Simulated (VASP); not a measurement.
The system is ZrS.

```
CELL_PARAMETERS angstrom
0.00000 2.60507 2.60507
2.60507 0.00000 2.60507
2.60507 2.60507 0.00000
ATOMIC_POSITIONS crystal
Zr 0.00000 0.00000 0.00000
S 0.50000 0.50000 0.50000
```

Base run:

* Program: VASP 6.6.1
* Functional: LDA
* Potentials or basis: VASP PAW LDA potentials, release 64 (Zr_sv, S)
* Cutoff: 520 eV
* k mesh: 16 × 16 × 16
* Occupations: gaussian, width 0.15 eV
* Spin: collinear spin
* Starting moments: [0.5, 0.0] μB
* Fixed moment: 0.5 μB

Its results: pressure -5.4 GPa; site moments Zr +0.29; S +0.02 μB.

Q: The run is repeated on the same cell with these changes: fixed moment from 0.5 μB to 0.3 μB; moments at the start from [0.5, 0.0] to [0.3, 0.0]. What comes out?

A: Pressure -5.8 GPa; site moments Zr +0.18; S +0.01 μB.

Caveats: the cell stands under tension; the total moment is fixed, so each spin has its own Fermi level and the state may be an excited one.
